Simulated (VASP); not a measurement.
A run of VASP 6.6.1:

File INCAR:

```
  ALGO = Normal
  EDIFF = 1E-7
  EDIFFG = -0.01
  ENCUT = 600
  GGA = PE
  IBRION = 2
  ISIF = 3
  ISMEAR = 0
  LASPH = True
  LCHARG = False
  LREAL = False
  LWAVE = False
  NELM = 60
  NSW = 100
  PREC = Accurate
  SIGMA = 0.1
```

KPOINTS

```
k-points
0
Gamma
  12 12 8
```

Contents of POSCAR:

```
SbTe2O
1.0
    4.0305952832      0.0000000000      0.0000000000
   -2.0152976416      3.4905979076      0.0000000000
    0.0000000000      0.0000000000      6.8874664735
Sb Te O
1 2 1
Direct
    0.6666666667      0.3333333333      0.5000000000
    0.0000000000      0.0000000000      0.2110983238
    0.0000000000      0.0000000000      0.7889016762
    0.3333333333      0.6666666667      0.0000000000
```

Potentials or basis: VASP PAW PBE potentials, release 64 (Sb, Te, O).

Launch:

```sh
$ cat potpaw_PBE.64/Sb/POTCAR potpaw_PBE.64/Te/POTCAR potpaw_PBE.64/O/POTCAR > POTCAR
$ mpirun -np 1 vasp_std > vasp.out
```

Hardware: 1 thread of Intel(R) Xeon(R) Platinum 8488C (Sapphire Rapids), with other jobs on the host.

Question: Estimate the wall time of this run.

Answer: Run time: 7.8 min on 1 thread of Intel(R) Xeon(R) Platinum 8488C (Sapphire Rapids), with other jobs on the host, peak memory 0.38 GiB. Counts: scf iterations 61, k points 95, ion steps 7.
